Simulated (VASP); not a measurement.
Set up this calculation in VASP 6.6.1, as the native input.

```yaml
Task: relaxation of cell and atoms
Functional: PBEsol
Potentials_or_basis: VASP PAW PBE potentials, release 64 (Ti_sv)
Cutoff: 600 eV
k_mesh: 10 × 10 × 6
Occupations: fermi-dirac, width 0.05 eV
Spin: no spin polarisation
Target_pressure: 20 GPa
Dipole_correction: no
Further_INCAR_settings: ALGO = Normal; EDIFF = 1e-06; IBRION = 2; EDIFFG = -0.005; NSW = 80; ISIF = 3
```

The structure of Ti lies in POSCAR:

```
Ti
1.0
    2.9500000000      0.0000000000      0.0000000000
   -1.4750000000      2.5547749412      0.0000000000
    0.0000000000      0.0000000000      4.6800000000
Ti
2
Direct
    0.6666666667      0.3333333333      0.7500000000
    0.3333333333      0.6666666667      0.2500000000
```

The input as run:

INCAR

```
SYSTEM = Ti
ALGO = Normal ; EDIFF = 1E-6
EDIFFG = -0.005 ; ENCUT = 600
GGA = PS ; IBRION = 2
ISIF = 3 ; ISMEAR = -1
LASPH = .TRUE. ; LCHARG = .FALSE.
LREAL = .FALSE. ; LWAVE = .FALSE.
NELM = 80 ; NSW = 80
PREC = Accurate ; PSTRESS = 200.0
SIGMA = 0.05
```

KPOINTS

```
k-points
0
G
  10 10 6
  0 0 0
```

Potentials or basis: VASP PAW PBE potentials, release 64 (Ti_sv).

The run is started by

```console
$ cat potpaw_PBE.64/Ti_sv/POTCAR > POTCAR
$ mpirun -np 1 vasp_std > vasp.out
```

Results of the run:

```
Relaxed volume                                         : 14.57 Å³/atom
Relaxed cell                                           : a = 2.769 Å, b = 2.769 Å, c = 4.389 Å, α = 90.00°, β = 90.00°, γ = 120.00°
Space group after relaxing (to 0.05 Å)                 : P6_3/mmc (No. 194)
Energy change on relaxing (the enthalpy is what falls) : +100.8 meV/atom
Ionic steps                                            : 7
Pressure after relaxing                                : 20.0 GPa
Band gap on the k mesh                                 : zero (band 12 reaches 11.04 eV, above the bottom of band 13 at 10.00 eV)
```

Caveat: the cell is relaxed towards a set pressure, so the enthalpy falls and the energy may rise; the volume moved by over 15 % at a fixed basis, so the end points are rough; the PAW data sets were made with another functional, which shifts forces and pressure a little.

Run time: 3.4 min on 1 thread of Intel(R) Xeon(R) Platinum 8259CL CPU @ 2.50GHz (Skylake/Cascade Lake) (shared host), peak memory 0.19 GiB.
